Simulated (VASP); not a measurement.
# SnTe3 (Fm-3m) in VASP: a series of runs

Runs on SnTe3. Level: PBE. Tasks: single point, relaxation of cell and atoms.

Everything below comes from runs of VASP 6.6.1. Logs are shortened: lines on timing, memory, paths and dates and some standing lists are left out, and cuts for length are marked.

## 1. The cell of the first run

Symmetry: Fm-3m, No. 225, cubic system. Conventional cell: a = 7.735 Å, b = 7.735 Å, c = 7.735 Å, α = 90.00°, β = 90.00°, γ = 90.00°. Sn (site symmetry m-3m) has 14 Te at 3.35 to 3.87 Å within 4.4 Å. Within 4.4 Å of Te (site symmetry m-3m) lie 8 Te at 3.35 Å and 6 Sn at 3.87 Å. Te (site symmetry -43m) has 4 Sn at 3.35 Å and 10 Te at 3.35 to 3.87 Å within 4.4 Å.

## 2. Single point, PBE

Contents of INCAR:

```
PREC     = Accurate       # precision mode
ENCUT    = 500            # plane-wave cutoff, eV
EDIFF    = 1E-6           # SCF threshold, eV
ISMEAR   = -1             # smearing method
SIGMA    = 0.02           # smearing width, eV
LREAL    = False          # projectors in reciprocal space
LASPH    = True           # aspherical terms in the spheres
NELM     = 120            # most SCF steps
ALGO     = Normal         # electronic algorithm
ISIF     = 2              # what is computed and relaxed
LWAVE    = False          # write WAVECAR
LCHARG   = False          # write CHGCAR
GGA      = PE             # functional
NBANDS   = 24             # bands
GGA_COMPAT= False
```

Contents of KPOINTS:

```
Automatic mesh
0
Gamma
  5 5 5
```

Contents of POSCAR:

```
SnTe3
1.0
    0.0000000000      3.8677270349      3.8677270349
    3.8677270349      0.0000000000      3.8677270349
    3.8677270349      3.8677270349      0.0000000000
Sn Te
1 3
Direct
    0.0000000000      0.0000000000      0.0000000000
    0.5000000000      0.5000000000      0.5000000000
    0.2500000000      0.2500000000      0.2500000000
    0.7500000000      0.7500000000      0.7500000000
```

Potentials or basis: VASP PAW PBE potentials, release 64 (Sn_d, Te).

Launch:

```console
cat potpaw_PBE.64/Sn_d/POTCAR potpaw_PBE.64/Te/POTCAR > POTCAR
mpirun -np 1 vasp_std > vasp.out
```

OUTCAR:

```text
PREC = Accurate
   ENCUT = 500
   EDIFF = 1E-6
   ISMEAR = -1
   LREAL = False
   LASPH = True
   NELM = 120
   ISIF = 2
   GGA = PE

 ion  position               nearest neighbor table
   1  0.000  0.000  0.000-   4 3.35   4 3.35   4 3.35   3 3.35   4 3.35   3 3.35   3 3.35   3 3.35

   2  0.500  0.500  0.500-   3 3.35   3 3.35   3 3.35   3 3.35   4 3.35   4 3.35   4 3.35   4 3.35

   3  0.250  0.250  0.250-   1 3.35   1 3.35   1 3.35   1 3.35   2 3.35   2 3.35   2 3.35   2 3.35

   4  0.750  0.750  0.750-   2 3.35   2 3.35   2 3.35   1 3.35   2 3.35   1 3.35   1 3.35   1 3.35

  LATTYP: Found a face centered cubic cell.
 ALAT       =     7.7354540698

  Lattice vectors:

 A1 = (   0.0000000000,   3.8677270349,   3.8677270349)
 A2 = (   3.8677270349,   0.0000000000,   3.8677270349)
 A3 = (   3.8677270349,   3.8677270349,   0.0000000000)

Analysis of symmetry for initial positions (statically):
=====================================================================
 Subroutine PRICEL returns:
 Original cell was already a primitive cell.

 Routine SETGRP: Setting up the symmetry group for a
 face centered cubic supercell.

 Subroutine GETGRP returns: Found 48 space group operations
 (whereof 48 operations were pure point group operations)
 out of a pool of 48 trial point group operations.

The static configuration has the point symmetry O_h .

Analysis of symmetry for dynamics (positions and initial velocities):
=====================================================================
 Subroutine PRICEL returns:
 Original cell was already a primitive cell.

 Routine SETGRP: Setting up the symmetry group for a
 face centered cubic supercell.

 Subroutine GETGRP returns: Found 48 space group operations
 (whereof 48 operations were pure point group operations)
 out of a pool of 48 trial point group operations.

The dynamic configuration has the point symmetry O_h .

 Subroutine INISYM returns: Found 48 space group operations
 (whereof 48 operations are pure point group operations),
 and found     1 'primitive' translations

----------------------------------------------------------------------------------------

                                     Primitive cell

  volume of cell :     115.7171
[... 72 lines left out ...]
   ISPIN  =      1    spin polarized calculation?
   LNONCOLLINEAR =      F non collinear calculations
   LSORBIT =      F    spin-orbit coupling
   LASPH  =      T    aspherical Exc in radial PAW
   ENCUT  =  500.0 eV  36.75 Ry    6.06 a.u.   9.97  9.97  9.97*2*pi/ulx,y,z
   NELM   =    120;   NELMIN=  2; NELMDL= -5     # of ELM steps
   EDIFF  = 0.1E-05   stopping-criterion for ELM
   LREAL  =      F    real-space projection
   EDIFFG = 0.1E-04   stopping-criterion for IOM
   NSW    =      0    number of steps for IOM
   IBRION =     -1    ionic relax: 0-MD 1-quasi-New 2-CG
   NFREE  =      0    steps in history (QN), initial steepest desc. (CG)
   ISIF   =      2    stress and relaxation
   ISYM   =      2    0-nonsym 1-usesym 2-fastsym
   POTIM  = 0.5000    time-step for ionic-motion
   TEBEG  =    0.0;   TEEND  =   0.0 temperature during run
   PSTRESS=    0.0 pullay stress
   NELECT =      32.0000    total number of electrons
   NUPDOWN=      -1.0000    fix difference up-down
   EMIN   =  10.00;   EMAX   =-10.00  energy-range for DOS
   EFERMI =   0.00;   METHOD = LEGACY
   ISMEAR =    -1;   SIGMA  =   0.02  broadening in eV -4-tet -1-fermi 0-gaus
   EFERMI_NEDOS =   21; number of points for ismear=-14 and -15
   IALGO  =     38    algorithm
   IMIX   =      4    mixing-type and parameters
     AMIX     =   0.40;   BMIX     =  1.00
     AMIX_MAG =   1.60;   BMIX_MAG =  1.00
  volume/ion in A,a.u.               =      28.93       195.22
  Fermi-wavevector in a.u.,A,eV,Ry     =   1.066577  2.015539 15.477813  1.137587
  Thomas-Fermi vector in A             =   2.202166
   LORBIT       =      0    0 simple, 1 ext, 2 COOP (PROOUT), +10 PAW based schemes
   GGA     = PE    functional components
   LHFCALC =     F    Hartree Fock is set to
   AEXX    =    0.0000 exact exchange contribution
   IVDW    =     0    specifies the selected vdW correction
   LEPSILON=     F    determine dielectric tensor
   LRPA    =     F    only Hartree local field effects (RPA)
 non-spin polarized calculation
  energy-cutoff  :      500.00
  volume of cell :      115.72
 maximum number of plane-waves:      2947
   NGX = 19   NGY = 19   NGZ = 19

 number of electron      31.9999998 magnetization

 Free energy of the ion-electron system (eV)
  ---------------------------------------------------
  ext. energy  EPLUGINS =         0.00000000
  ---------------------------------------------------
  free energy    TOTEN  =       -12.52176281 eV

  energy without entropy =      -12.51007736  energy(sigma->0) =      -12.51592008

 E-fermi :   7.4651     XC(G=0): -10.0081

 val. band max:        7.4469843129   @ k =  -0.4000   0.4000   0.0000
 cond. band min:       7.4703051663   @ k =  -0.4000   0.4000   0.0000
 fundamental gap:      0.0233208534
 Fermi energy:         7.4651319639

 k-point     1 :       0.0000    0.0000    0.0000
  band No.  band energies     occupation
      1     -14.0123      2.00000
      2     -14.0123      2.00000
      3     -14.0123      2.00000
      4     -14.0095      2.00000
      5     -14.0095      2.00000
      6      -5.7617      2.00000
[... 259 lines left out ...]
     23      14.1279      0.00000
     24      14.5169      0.00000

------------------------ aborting loop because EDIFF is reached ----------------------------------------

  FORCE on cell =-STRESS in cart. coord.  units (eV):
  Direction    XX          YY          ZZ          XY          YZ          ZX
  --------------------------------------------------------------------------------------
  -------------------------------------------------------------------------------------
  Total       -0.0218717     -0.0218717     -0.0218717      0.0000000      0.0000000      0.0000000
  in kB       -0.3028278     -0.3028278     -0.3028278      0.0000000      0.0000000      0.0000000
  external PRESSURE =      -0.3028278 kB  Pullay stress =       0.0000000 kB

 VOLUME and BASIS-vectors are now :
 -----------------------------------------------------------------------------
  energy-cutoff  :      500.00
  volume of cell :      115.72
      direct lattice vectors                 reciprocal lattice vectors
     0.000000000  3.867727035  3.867727035    -0.129274893  0.129274893  0.129274893
     3.867727035  0.000000000  3.867727035     0.129274893 -0.129274893  0.129274893
     3.867727035  3.867727035  0.000000000     0.129274893  0.129274893 -0.129274893

 POSITION                                       TOTAL-FORCE (eV/Angst)
 -----------------------------------------------------------------------------------
      0.00000      0.00000      0.00000        -0.000000     -0.000000     -0.000000
      3.86773      3.86773      3.86773        -0.000000     -0.000000     -0.000000
      1.93386      1.93386      1.93386        -0.000000      0.000000     -0.000000
      5.80159      5.80159      5.80159         0.000000      0.000000      0.000000
 -----------------------------------------------------------------------------------
    total drift:                               -0.000000      0.000000      0.000000

  FREE ENERGIE OF THE ION-ELECTRON SYSTEM (eV)
  ---------------------------------------------------
  free  energy   TOTEN  =       -12.5217628100 eV

  energy  without entropy=      -12.5100773566  energy(sigma->0) =      -12.51592008
```

OSZICAR:

```text
N       E                     dE             d eps       ncg     rms          rms(c)
DAV:   1     0.221189582485E+03    0.22119E+03   -0.12797E+04   480   0.130E+03
DAV:   2     0.114145261728E+02   -0.20978E+03   -0.19852E+03   504   0.347E+02
DAV:   3    -0.116424317155E+02   -0.23057E+02   -0.22024E+02   584   0.998E+01
DAV:   4    -0.125412391371E+02   -0.89881E+00   -0.89044E+00   576   0.209E+01
DAV:   5    -0.125763518566E+02   -0.35113E-01   -0.35109E-01   712   0.440E+00    0.974E+00
DAV:   6    -0.125255080507E+02    0.50844E-01   -0.22876E-01   640   0.233E+00    0.623E+00
DAV:   7    -0.125287913087E+02   -0.32833E-02   -0.95660E-02   536   0.129E+00    0.251E+00
DAV:   8    -0.125216375122E+02    0.71538E-02   -0.37708E-02   560   0.697E-01    0.247E-01
DAV:   9    -0.125217749792E+02   -0.13747E-03   -0.39153E-03   608   0.415E-01    0.305E-01
DAV:  10    -0.125218005776E+02   -0.25598E-04   -0.18031E-04   560   0.731E-02    0.261E-01
DAV:  11    -0.125218206003E+02   -0.20023E-04   -0.27244E-04   632   0.128E-01    0.188E-01
DAV:  12    -0.125217609488E+02    0.59651E-04   -0.85826E-05   616   0.856E-02    0.516E-02
DAV:  13    -0.125217636599E+02   -0.27110E-05   -0.75161E-06   584   0.170E-02    0.363E-02
DAV:  14    -0.125217628100E+02    0.84983E-06   -0.72306E-07   368   0.686E-03
   1 F= -.12521763E+02 E0= -.12515920E+02  d E =-.116855E-01
```

Run time: 40 s. Hardware: 1 thread of Intel Xeon Platinum 8259CL at 2.50GHz (Skylake/Cascade Lake), shared host; peak memory 0.24 GiB.

Results:

| Item | Value |
| --- | --- |
| Free energy | -12.5218 eV |
| Pressure | 0.0 GPa |

Caveat: this odd mesh misses L, so gap, dielectric constants and Born charges aren't listed; spin-orbit coupling is left out, which moves the levels of the heavy elements.

## 3. Relaxation of cell and atoms, PBE

This run uses another cell than the first one, of 28.76 Å³/atom.

Contents of INCAR:

```
SYSTEM = SnTe3
ALGO = Normal
EDIFF = 1E-7
EDIFFG = -0.02
ENCUT = 500
GGA = PE
GGA_COMPAT = .False.
IBRION = 2
ISIF = 3
ISMEAR = -1
LASPH = .True.
LCHARG = .False.
LREAL = .False.
LWAVE = .False.
NELM = 120
NELMIN = 4
NSW = 80
PREC = Accurate
SIGMA = 0.02
```

Contents of KPOINTS:

```
k-points
0
Gamma
  5 5 5
  0 0 0
```

Contents of POSCAR:

```
SnTe3
1.0
    0.0000000000      3.8600000000      3.8600000000
    3.8600000000      0.0000000000      3.8600000000
    3.8600000000      3.8600000000      0.0000000000
Sn Te
1 3
Direct
    0.0000000000      0.0000000000      0.0000000000
    0.5000000000      0.5000000000      0.5000000000
    0.2500000000      0.2500000000      0.2500000000
    0.7500000000      0.7500000000      0.7500000000
```

Potentials or basis: VASP PAW PBE potentials, release 64 (Sn_d, Te).

Launch:

```console
cat potpaw_PBE.64/Sn_d/POTCAR potpaw_PBE.64/Te/POTCAR > POTCAR
mpirun -np 1 vasp_std > vasp.out
```

OUTCAR:

```text
SYSTEM = SnTe3
   EDIFF = 1E-7
   EDIFFG = -0.02
   ENCUT = 500
   GGA = PE
   IBRION = 2
   ISIF = 3
   ISMEAR = -1
   LASPH = .True.
   LREAL = .False.
   NELM = 120
   NELMIN = 4
   NSW = 80
   PREC = Accurate

 ion  position               nearest neighbor table
   1  0.000  0.000  0.000-   4 3.34   4 3.34   4 3.34   3 3.34   4 3.34   3 3.34   3 3.34   3 3.34

   2  0.500  0.500  0.500-   3 3.34   3 3.34   3 3.34   3 3.34   4 3.34   4 3.34   4 3.34   4 3.34

   3  0.250  0.250  0.250-   1 3.34   1 3.34   1 3.34   1 3.34   2 3.34   2 3.34   2 3.34   2 3.34

   4  0.750  0.750  0.750-   2 3.34   2 3.34   2 3.34   1 3.34   2 3.34   1 3.34   1 3.34   1 3.34

  LATTYP: Found a face centered cubic cell.
 ALAT       =     7.7200000000

  Lattice vectors:

 A1 = (   0.0000000000,   3.8600000000,   3.8600000000)
 A2 = (   3.8600000000,   0.0000000000,   3.8600000000)
 A3 = (   3.8600000000,   3.8600000000,   0.0000000000)

Analysis of symmetry for initial positions (statically):
[... 209 lines left out ...]

 E-fermi :   7.4648     XC(G=0): -10.0080

 val. band max:        7.4468924577   @ k =  -0.4000   0.4000   0.0000
 cond. band min:       7.4697132442   @ k =  -0.4000   0.4000   0.0000
 fundamental gap:      0.0228207865
 Fermi energy:         7.4648379611

 k-point     1 :       0.0000    0.0000    0.0000
  band No.  band energies     occupation
      1     -14.0112      2.00000
      2     -14.0112      2.00000
      3     -14.0112      2.00000
      4     -14.0084      2.00000
      5     -14.0084      2.00000
      6      -5.7618      2.00000
[... 219 lines left out ...]
     19      10.2101      0.00000
     20      10.4474      0.00000

------------------------ aborting loop because EDIFF is reached ----------------------------------------

  FORCE on cell =-STRESS in cart. coord.  units (eV):
  Direction    XX          YY          ZZ          XY          YZ          ZX
  --------------------------------------------------------------------------------------
  -------------------------------------------------------------------------------------
  Total       -0.0382890     -0.0382890     -0.0382890      0.0000000      0.0000000     -0.0000000
  in kB       -0.5301231     -0.5301231     -0.5301231      0.0000000      0.0000000     -0.0000000
  external PRESSURE =      -0.5301231 kB  Pullay stress =       0.0000000 kB

 VOLUME and BASIS-vectors are now :
 -----------------------------------------------------------------------------
  energy-cutoff  :      500.00
  volume of cell :      115.72
      direct lattice vectors                 reciprocal lattice vectors
    -0.000000000  3.867757130  3.867757130    -0.129273887  0.129273887  0.129273887
     3.867757130  0.000000000  3.867757130     0.129273887 -0.129273887  0.129273887
     3.867757130  3.867757130  0.000000000     0.129273887  0.129273887 -0.129273887

 POSITION                                       TOTAL-FORCE (eV/Angst)
 -----------------------------------------------------------------------------------
      0.00000      0.00000      0.00000        -0.000000     -0.000000     -0.000000
      3.86776      3.86776      3.86776        -0.000000     -0.000000     -0.000000
      1.93388      1.93388      1.93388         0.000000      0.000000     -0.000000
      5.80164      5.80164      5.80164         0.000000     -0.000000      0.000000
 -----------------------------------------------------------------------------------
    total drift:                               -0.000000      0.000000      0.000000

  FREE ENERGIE OF THE ION-ELECTRON SYSTEM (eV)
  ---------------------------------------------------
  free  energy   TOTEN  =       -12.5216900933 eV

  energy  without entropy=      -12.5099844075  energy(sigma->0) =      -12.51583725

 reached required accuracy - stopping structural energy minimisation
```

CONTCAR:

```text
SnTe3
   1.00000000000000
    -0.0000000000000000    3.8677571303832057    3.8677571303832057
     3.8677571303832057    0.0000000000000000    3.8677571303832057
     3.8677571303832057    3.8677571303832057    0.0000000000000000
  Sn              Te
     1     3
Direct
     0.0000000000000000    0.0000000000000000    0.0000000000000000
     0.5000000000000000    0.5000000000000000    0.5000000000000000
     0.2500000000000000    0.2500000000000000    0.2500000000000000
     0.7500000000000000    0.7500000000000000    0.7500000000000000

  0.00000000E+00  0.00000000E+00  0.00000000E+00
  0.00000000E+00  0.00000000E+00  0.00000000E+00
  0.00000000E+00  0.00000000E+00  0.00000000E+00
  0.00000000E+00  0.00000000E+00  0.00000000E+00
```

Wall time 54 s (1 thread of Intel Xeon Platinum 8259CL at 2.50GHz (Skylake/Cascade Lake), shared host); peak memory 0.25 GiB.

What came out:

```
Free energy                           : -12.5217 eV
Relaxed volume                        : 28.93 Å³/atom
Relaxed cell                          : a = 5.470 Å, b = 5.470 Å, c = 5.470 Å, α = 60.00°, β = 60.00°, γ = 60.00°
Space group after relaxing (to 0.1 Å) : Fm-3m (No. 225)
Energy gained by relaxing             : 0.1 meV/atom
Ionic steps                           : 2
Pressure after relaxing               : -0.1 GPa
```

The path:
| step | energy change (eV) | largest force (eV/Å) | pressure (GPa) | volume (Å³) |
| --- | --- | --- | --- | --- |
| 1 | 0.0000 | 0.0000 | 0.23 | 115.02 |
| 2 | -0.0004 | 0.0000 | -0.05 | 115.72 |

Final structure:
```
Sn Te
1.0
     0.00000    3.86776    3.86776
     3.86776    0.00000    3.86776
     3.86776    3.86776    0.00000
Sn Te
1 3
Direct
  0.00000 0.00000 0.00000
  0.50000 0.50000 0.50000
  0.25000 0.25000 0.25000
  0.75000 0.75000 0.75000
```

Levels at points of the mesh, in eV from the Fermi level:
```
           k point  band 12  band 13  band 14  band 15  band 16  band 17  band 18  band 19  band 20
(0.00, 0.00, 0.00)    -3.10    -3.05    -3.05    -3.05    -1.65    -1.65    -1.65     3.29     3.29
```

Caveat: this odd mesh misses L, so gap, dielectric constants and Born charges aren't listed; spin-orbit coupling is left out, which moves the levels of the heavy elements.
